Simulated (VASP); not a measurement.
Wanted: the native input for a VASP 6.6.1 run.

| Item | Value |
| --- | --- |
| Task | single point |
| Functional | PBEsol |
| Dispersion | D3(BJ) |
| Potentials or basis | VASP PAW PBE potentials, release 64 (Sn_d, Se) |
| Cutoff | 520 eV |
| k mesh | 8 × 8 × 6 |
| Occupations | gaussian, width 0.03 eV |
| Spin | no spin polarisation |
| Dipole correction | no |
| Further INCAR settings | ALGO = Normal; EDIFF = 1e-06; NBANDS = 28 |

The structure of SnSe lies in POSCAR:

```
SnSe
1.0
    4.0494591145      0.0000000000      0.0000000000
    0.0000000000      4.0494591145      0.0000000000
    0.0000000000      0.0000000000      6.7200000000
Sn Se
2 2
Direct
    0.5000000000      0.0000000000      0.2500241371
    0.0000000000      0.5000000000      0.7499758629
    0.5000000000      0.0000000000      0.7499817524
    0.0000000000      0.5000000000      0.2500182476
```

One way to write it, as run:

INCAR

```
SYSTEM = SnSe
PREC     = Accurate       ! precision mode
ENCUT    = 520            ! plane-wave cutoff, eV
EDIFF    = 1E-6           ! SCF threshold, eV
ISMEAR   = 0              ! smearing method
SIGMA    = 0.03           ! smearing width, eV
LREAL    = .False.        ! projectors in reciprocal space
LASPH    = .True.         ! aspherical terms in the spheres
NELM     = 100            ! most SCF steps
ALGO     = Normal         ! electronic algorithm
ISIF     = 2              ! what is computed and relaxed
LWAVE    = .False.        ! write WAVECAR
LCHARG   = .False.        ! write CHGCAR
GGA      = PS             ! functional
IVDW     = 12             ! dispersion correction
NBANDS   = 28             ! bands
```

KPOINTS

```
Automatic mesh
0
Gamma
  8 8 6
  0 0 0
```

Potentials or basis: VASP PAW PBE potentials, release 64 (Sn_d, Se).

The run is started by

```bash
$ cat potpaw_PBE.64/Sn_d/POTCAR potpaw_PBE.64/Se/POTCAR > POTCAR
$ mpirun -np 1 vasp_std > vasp.out
```

Results of the run:

```json
{
 "Pressure": "-1.4 GPa",
 "Band gap on the k mesh": "zero (band 20 reaches 5.72 eV, above the bottom of band 21 at 5.43 eV)",
 "Dispersion energy per atom": "-0.327 eV"
}
```

Caveat: the PAW data sets were made with another functional, which shifts forces and pressure a little; spin-orbit coupling is left out, which moves the levels of the heavy elements; pairwise dispersion overbinds metals, which lowers pressure and volume.

Run time: 96 s on 1 thread of Intel(R) Xeon(R) Platinum 8488C (Sapphire Rapids), with other jobs on the host, peak memory 0.3 GiB.
